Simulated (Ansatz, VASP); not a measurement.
**Mo3H in VASP and in Ansatz**

INCAR

```
PREC = Accurate
ENCUT = 520
EDIFF = 1E-7
ISMEAR = 0
SIGMA = 0.1
LREAL = False
LASPH = True
NELM = 150
ALGO = Normal
ISIF = 2
LWAVE = False
LCHARG = False
ISPIN = 2
MAGMOM = 0 0 0 1
LORBIT = 11
LMAXMIX = 4
LDIPOL = True
IDIPOL = 3
DIPOL = 0.5 0.5 0.338
GGA = PE
NBANDS = 34
```

The input KPOINTS:

```
Automatic mesh
0
Gamma
  10 10 1
```

Contents of POSCAR:

```
Mo3H
1.0
    2.7370454666      0.0000000000      0.0000000000
   -0.9123484889      2.5805112132      0.0000000000
    0.0000000000      0.0000000000     21.3082440588
Mo H
3 1
Direct
    0.5000000000      0.5000000000      0.1877207708
    0.0000000000      0.0000000000      0.2888166433
    0.5000000000      0.5000000000      0.3899074948
    0.6666666667      0.6666666667      0.4842371821
```

Input for Ansatz:

```yaml
crystal:
  lattice:
    - [2.7370454666, 0.0, 0.0]
    - [-0.9123484889, 2.5805112132, 0.0]
    - [0.0, 0.0, 21.3082440588]
  atoms:
    - { symbol: Mo, position: [0.5, 0.5, 0.1877207708] }
    - { symbol: Mo, position: [0.0, 0.0, 0.2888166433] }
    - { symbol: Mo, position: [0.5, 0.5, 0.3899074948] }
    - { symbol: H, position: [0.6666666667, 0.6666666667, 0.4842371821], spin: 1.0 }
basis:
  ecutwfc: 420
kpoints:
  mp_grid: { grid: [10, 10, 1] }
hamiltonian:
  xc: pbe
  pseudopotentials: { kind: paw, azcp: { folder: soft_1 } }
scf:
  occupations: { method: gaussian, width: 0.1 }
output:
  forces: true
  eigenvalues: true
  populations: true
magnetization:
  spin_polarized: true
efield:
  axis: 3
  dipole_correction: true
  ramp_width: 0.04
```

Alike in both runs: task single point; functional PBE; k mesh 10 × 10 × 1; occupations gaussian, width 0.1 eV; collinear spin.

|  | VASP | Ansatz |
| --- | --- | --- |
| version | VASP 6.6.1 | Ansatz 0.2.0 |
| potentials or method | VASP PAW PBE potentials, release 64 (Mo_sv, H), cutoff 520 eV | scalar-relativistic, plane waves, PAW |
| valence electrons in the cell | 43 | 43 |

VASP gave:

```
gap on the k mesh at the Fermi level (eV) : none
rms of the force components (eV/Å)        : 0.893
net moment per atom (μB)                  : 0.00
```

Problem. Estimate Ansatz's values.

Solution. gap on the k mesh at the Fermi level (eV): none; rms of the force components (eV/Å): 0.889; net moment per atom (μB): 0.00.

Atom by atom the forces differ by 0.011 eV/Å (rms over components). A gap of «none» marks a metal or a gap that the smearing closes. Ansatz's warnings: seeded moment not kept.
